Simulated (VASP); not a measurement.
# PbO2 (P4_2/mnm) in VASP: further runs

PbO2 is run at these levels: PBE+D3(BJ); tasks: relaxation of cell and atoms, single point.

Program: VASP 6.6.1. These are calculated values, not measurements. Logs are shortened: lines on timing, memory, paths and dates and some standing lists are left out, and cuts for length are marked.

### Step 1. The cell of the first run

The structure is tetragonal, space group P4_2/mnm (No. 136). Conventional cell: a = 5.029 Å, b = 5.029 Å, c = 3.440 Å, α = 90.00°, β = 90.00°, γ = 90.00°. Within 2.9 Å of Pb (site symmetry mmm) lie 6 O at 2.19 to 2.20 Å. Within 2.9 Å of O (site symmetry m2m) lie 3 Pb at 2.19 to 2.20 Å and 1 O at 2.74 Å.

### Step 2. Relaxation of cell and atoms, PBE+D3(BJ)

Input file INCAR:

```
ALGO = Normal
EDIFF = 1E-6
EDIFFG = -0.01
ENCUT = 600
GGA = PE
IBRION = 2
ISIF = 3
ISMEAR = 0
IVDW = 12
LASPH = T
LCHARG = F
LREAL = F
LWAVE = F
NELM = 100
NSW = 100
PREC = Accurate
SIGMA = 0.1
```

Input file KPOINTS:

```
k-points
0
Gamma
  8 8 12
```

Input file POSCAR:

```
PbO2
1.0
    5.0292331640      0.0000000000      0.0000000000
    0.0000000000      5.0292331640      0.0000000000
    0.0000000000      0.0000000000      3.4401247908
Pb O
2 4
Direct
    0.0000000000      0.0000000000      0.0000000000
    0.5000000000      0.5000000000      0.5000000000
    0.3075146140      0.3075146140      0.0000000000
    0.1924853860      0.8075146140      0.5000000000
    0.8075146140      0.1924853860      0.5000000000
    0.6924853860      0.6924853860      0.0000000000
```

Potentials or basis: VASP PAW PBE potentials, release 64 (Pb_d, O).

Launch:

```
cat potpaw_PBE.64/Pb_d/POTCAR potpaw_PBE.64/O/POTCAR > POTCAR
mpirun -np 1 vasp_std > vasp.out
```

OUTCAR:

```text
EDIFF = 1E-6
   EDIFFG = -0.01
   ENCUT = 600
   GGA = PE
   IBRION = 2
   ISIF = 3
   ISMEAR = 0
   IVDW = 12
   LASPH = T
   LREAL = F
   NELM = 100
   NSW = 100
   PREC = Accurate
 IVDW          = 12

 ion  position               nearest neighbor table
   1  0.000  0.000  0.000-   3 2.19   6 2.19   5 2.20   4 2.20   4 2.20   5 2.20   2 3.95   2 3.95
                             2 3.95   2 3.95   2 3.95   2 3.95   2 3.95   2 3.95
   2  0.500  0.500  0.500-   4 2.19   5 2.19   3 2.20   6 2.20   3 2.20   6 2.20   1 3.95   1 3.95
                             1 3.95   1 3.95   1 3.95   1 3.95   1 3.95   1 3.95
   3  0.308  0.308  0.000-   1 2.19   2 2.20   2 2.20
   4  0.192  0.808  0.500-   2 2.19   1 2.20   1 2.20
   5  0.808  0.192  0.500-   2 2.19   1 2.20   1 2.20
   6  0.692  0.692  0.000-   1 2.19   2 2.20   2 2.20

  LATTYP: Found a simple tetragonal cell.
 ALAT       =     5.0292331640
 C/A-ratio  =     0.6840257110

  Lattice vectors:

 A1 = (   5.0292331640,   0.0000000000,   0.0000000000)
 A2 = (   0.0000000000,   5.0292331640,   0.0000000000)
 A3 = (   0.0000000000,   0.0000000000,   3.4401247908)

Analysis of symmetry for initial positions (statically):
=====================================================================
 Subroutine PRICEL returns:
 Original cell was already a primitive cell.

 Routine SETGRP: Setting up the symmetry group for a
 simple tetragonal supercell.

 Subroutine GETGRP returns: Found 16 space group operations
 (whereof  8 operations were pure point group operations)
 out of a pool of 16 trial point group operations.

The static configuration has the point symmetry D_2h.
 The point group associated with its full space group is D_4h.

Analysis of symmetry for dynamics (positions and initial velocities):
=====================================================================
 Subroutine PRICEL returns:
 Original cell was already a primitive cell.

 Routine SETGRP: Setting up the symmetry group for a
 simple tetragonal supercell.

 Subroutine GETGRP returns: Found 16 space group operations
 (whereof  8 operations were pure point group operations)
 out of a pool of 16 trial point group operations.

The dynamic configuration has the point symmetry D_2h.
 The point group associated with its full space group is D_4h.

 Subroutine INISYM returns: Found 16 space group operations
 (whereof  8 operations are pure point group operations),
 and found     1 'primitive' translations

----------------------------------------------------------------------------------------

                                     Primitive cell

  volume of cell :      87.0117

  direct lattice vectors                    reciprocal lattice vectors
     5.029233164  0.000000000  0.000000000     0.198837470  0.000000000  0.000000000
     0.000000000  5.029233164  0.000000000     0.000000000  0.198837470  0.000000000
     0.000000000  0.000000000  3.440124791     0.000000000  0.000000000  0.290687129

  length of vectors
     5.029233164  5.029233164  3.440124791     0.198837470  0.198837470  0.290687129

  position of ions in fractional coordinates (direct lattice)
     0.000000000  0.000000000  0.000000000
     0.500000000  0.500000000  0.500000000
     0.307514614  0.307514614  0.000000000
     0.192485386  0.807514614  0.500000000
     0.807514614  0.192485386  0.500000000
     0.692485386  0.692485386  0.000000000

  ion indices of the primitive-cell ions
   primitive index   ion index
                 1           1
                 2           2
                 3           3
                 4           4
                 5           5
                 6           6

----------------------------------------------------------------------------------------

 KPOINTS: k-points

Automatic generation of k-mesh.
 Grid dimensions read from file:
 generate k-points for:    8    8   12

 Generating k-lattice:

  Cartesian coordinates                     Fractional coordinates (reciprocal lattice)
     0.024854684  0.000000000  0.000000000     0.125000000  0.000000000  0.000000000
     0.000000000  0.024854684  0.000000000     0.000000000  0.125000000  0.000000000
     0.000000000  0.000000000  0.024223927     0.000000000  0.000000000  0.083333333

  Length of vectors
     0.024854684  0.024854684  0.024223927

  Shift w.r.t. Gamma in fractional coordinates (k-lattice)
     0.000000000  0.000000000  0.000000000

 Subroutine IBZKPT returns following result:
 ===========================================

 Found    105 irreducible k-points:

 Following reciprocal coordinates:
            Coordinates               Weight
  0.000000  0.000000  0.000000      1.000000
  0.125000  0.000000  0.000000      4.000000
  0.250000  0.000000  0.000000      4.000000
  0.375000  0.000000  0.000000      4.000000
  0.500000  0.000000  0.000000      2.000000
  0.125000  0.125000  0.000000      4.000000
[... 16 lines left out ...]
  0.375000  0.125000  0.083333     16.000000
  0.500000  0.125000  0.083333      8.000000
 [... further k-points ...]
   k-points           NKPTS =    105   k-points in BZ     NKDIM =    105   number of bands    NBANDS=     31
   number of dos      NEDOS =    301   number of ions     NIONS =      6
   total plane-waves  NPLWV =  44800
   dimension x,y,z NGX =    40 NGY =   40 NGZ =   28
   dimension x,y,z NGXF=    80 NGYF=   80 NGZF=   56
   ions per type =               2   4
   NGX,Y,Z   is equivalent  to a cutoff of  13.22, 13.22, 13.53 a.u.
   NGXF,Y,Z  is equivalent  to a cutoff of  26.44, 26.44, 27.06 a.u.
 SYSTEM =  unknown system
   PREC   = accura    normal or accurate (medium, high low for compatibility)
   ISTART =      0    job   : 0-new  1-cont  2-samecut
   ICHARG =      2    charge: 1-file 2-atom 10-const
   ISPIN  =      1    spin polarized calculation?
   LNONCOLLINEAR =      F non collinear calculations
   LSORBIT =      F    spin-orbit coupling
   LASPH  =      T    aspherical Exc in radial PAW
   ENCUT  =  600.0 eV  44.10 Ry    6.64 a.u.  10.04 10.04  6.87*2*pi/ulx,y,z
   NELM   =    100;   NELMIN=  2; NELMDL= -5     # of ELM steps
   EDIFF  = 0.1E-05   stopping-criterion for ELM
   LREAL  =      F    real-space projection
   EDIFFG = -.1E-01   stopping-criterion for IOM
   NSW    =    100    number of steps for IOM
   IBRION =      2    ionic relax: 0-MD 1-quasi-New 2-CG
   NFREE  =      1    steps in history (QN), initial steepest desc. (CG)
   ISIF   =      3    stress and relaxation
   ISYM   =      2    0-nonsym 1-usesym 2-fastsym
   POTIM  = 0.5000    time-step for ionic-motion
   TEBEG  =    0.0;   TEEND  =   0.0 temperature during run
   PSTRESS=    0.0 pullay stress
   NELECT =      52.0000    total number of electrons
   NUPDOWN=      -1.0000    fix difference up-down
   EMIN   =  10.00;   EMAX   =-10.00  energy-range for DOS
   EFERMI =   0.00;   METHOD = LEGACY
   ISMEAR =     0;   SIGMA  =   0.10  broadening in eV -4-tet -1-fermi 0-gaus
   EFERMI_NEDOS =   21; number of points for ismear=-14 and -15
   IALGO  =     38    algorithm
   IMIX   =      4    mixing-type and parameters
     AMIX     =   0.40;   BMIX     =  1.00
     AMIX_MAG =   1.60;   BMIX_MAG =  1.00
  volume/ion in A,a.u.               =      14.50        97.86
  Fermi-wavevector in a.u.,A,eV,Ry     =   1.378955  2.605847 25.871701  1.901516
  Thomas-Fermi vector in A             =   2.503969
   LORBIT       =      0    0 simple, 1 ext, 2 COOP (PROOUT), +10 PAW based schemes
   GGA     = PE    functional components
   LHFCALC =     F    Hartree Fock is set to
   AEXX    =    0.0000 exact exchange contribution
   IVDW    =    12    specifies the selected vdW correction
   LEPSILON=     F    determine dielectric tensor
   LRPA    =     F    only Hartree local field effects (RPA)
 conjugate gradient relaxation of ions
 non-spin polarized calculation
 Gauss-broadening in eV      SIGMA  =   0.10
  energy-cutoff  :      600.00
  volume of cell :       87.01
 maximum number of plane-waves:      2928
   NGX = 21   NGY = 21   NGZ = 13

--------------------------------------- Ionic step        1  -------------------------------------------

 number of electron      51.9999997 magnetization

 Free energy of the ion-electron system (eV)
  ---------------------------------------------------
  ext. energy  EPLUGINS =         0.00000000
  ---------------------------------------------------
  free energy    TOTEN  =       -31.85906429 eV

  energy without entropy =      -31.85605268  energy(sigma->0) =      -31.85755848

------------------------ aborting loop because EDIFF is reached ----------------------------------------

 Edisp (eV)   -1.24262

 E8    (eV) :    -0.5284

  FORCE on cell =-STRESS in cart. coord.  units (eV):
  Direction    XX          YY          ZZ          XY          YZ          ZX
  --------------------------------------------------------------------------------------
  -------------------------------------------------------------------------------------
  Total       0.07399     0.07399     0.17852     0.00000     0.00000     0.00000
  in kB       1.36233     1.36233     3.28712     0.00000     0.00000     0.00000
  external pressure =        2.00 kB  Pullay stress =        0.00 kB
[... 69 lines left out ...]
  energy  without entropy=      -33.0986267926  energy(sigma->0) =      -33.10018108

--------------------------------------- Ionic step        3  -------------------------------------------

 number of electron      51.9999996 magnetization

 Free energy of the ion-electron system (eV)
  ---------------------------------------------------
  ext. energy  EPLUGINS =         0.00000000
  ---------------------------------------------------
  free energy    TOTEN  =       -31.86111375 eV

  energy without entropy =      -31.85804497  energy(sigma->0) =      -31.85957936

 E-fermi :   3.9525     XC(G=0): -10.4801

 val. band max:        3.9148164139   @ k =   0.1250   0.1250   0.0000
 cond. band min:       3.9687209769   @ k =   0.1250   0.0000   0.0000
 fundamental gap:      0.0539045630
 Fermi energy:         3.9525049256

 k-point     1 :       0.0000    0.0000    0.0000
  band No.  band energies     occupation
      1     -14.1472      2.00000
      2     -14.0850      2.00000
      3     -12.4914      2.00000
      4     -12.4914      2.00000
      5     -11.5788      2.00000
      6     -11.4064      2.00000
[... 805 lines left out ...]
     30      10.5624      0.00000
     31      13.3449      0.00000

 [... further k-points ...]

------------------------ aborting loop because EDIFF is reached ----------------------------------------

 Edisp (eV)   -1.24067

 E8    (eV) :    -0.5275

  FORCE on cell =-STRESS in cart. coord.  units (eV):
  Direction    XX          YY          ZZ          XY          YZ          ZX
  --------------------------------------------------------------------------------------
  -------------------------------------------------------------------------------------
  Total      -0.02800    -0.02800     0.01727     0.00000     0.00000     0.00000
  in kB      -0.51486    -0.51486     0.31746     0.00000     0.00000     0.00000
  external pressure =       -0.24 kB  Pullay stress =        0.00 kB
[... 21 lines left out ...]
  FREE ENERGIE OF THE ION-ELECTRON SYSTEM (eV)
  ---------------------------------------------------
  free  energy   TOTEN  =       -33.1017876243 eV

  energy  without entropy=      -33.0987188441  energy(sigma->0) =      -33.10025323

 reached required accuracy - stopping structural energy minimisation
```

Run time: 3.8 min. Hardware: 1 thread of Intel Xeon 6975P-C (Granite Rapids), shared host; peak memory 0.42 GiB.

Results:

```
Free energy                            : -33.1018 eV
Relaxed volume                         : 14.52 Å³/atom
Relaxed cell                           : a = 5.031 Å, b = 5.031 Å, c = 3.443 Å, α = 90.00°, β = 90.00°, γ = 90.00°
Space group after relaxing (to 0.05 Å) : P4_2/mnm (No. 136)
Energy gained by relaxing              : 0.0 meV/atom
Ionic steps                            : 3
Pressure after relaxing                : 0.0 GPa
Largest force after relaxing           : 0.004 eV/Å
Band gap on the k mesh                 : 0.05 eV, indirect (least direct gap 0.06 eV)
Dispersion energy per atom             : -0.207 eV
```

Forces in eV/Å, atoms in the order of the input:
```
Pb   0.000  0.000  0.000
Pb   0.000  0.000  0.000
O   -0.003 -0.003  0.000
O    0.003 -0.003  0.000
O   -0.003  0.003  0.000
O    0.003  0.003  0.000
```

Step by step:
| step | energy change (eV) | largest force (eV/Å) | pressure (GPa) | volume (Å³) |
| --- | --- | --- | --- | --- |
| 1 | 0.0000 | 0.0122 | 0.20 | 87.01 |
| 2 | -0.0001 | 0.0025 | -0.16 | 87.24 |
| 3 | -0.0001 | 0.0036 | -0.02 | 87.14 |

Final structure:
```xyz
6
Lattice="5.0310 0.0000 0.0000 0.0000 5.0310 0.0000 0.0000 0.0000 3.4430" Properties=species:S:1:pos:R:3 pbc="T T T"
Pb    0.0000    0.0000    0.0000
Pb    2.5155    2.5155    1.7215
O     1.5469    1.5469    0.0000
O     0.9686    4.0623    1.7215
O     4.0623    0.9686    1.7215
O     3.4841    3.4841    0.0000
```

Caveat: spin-orbit coupling is left out, which moves the levels of the heavy elements. A k mesh can miss the band edges.

[end of part 1 of 2]
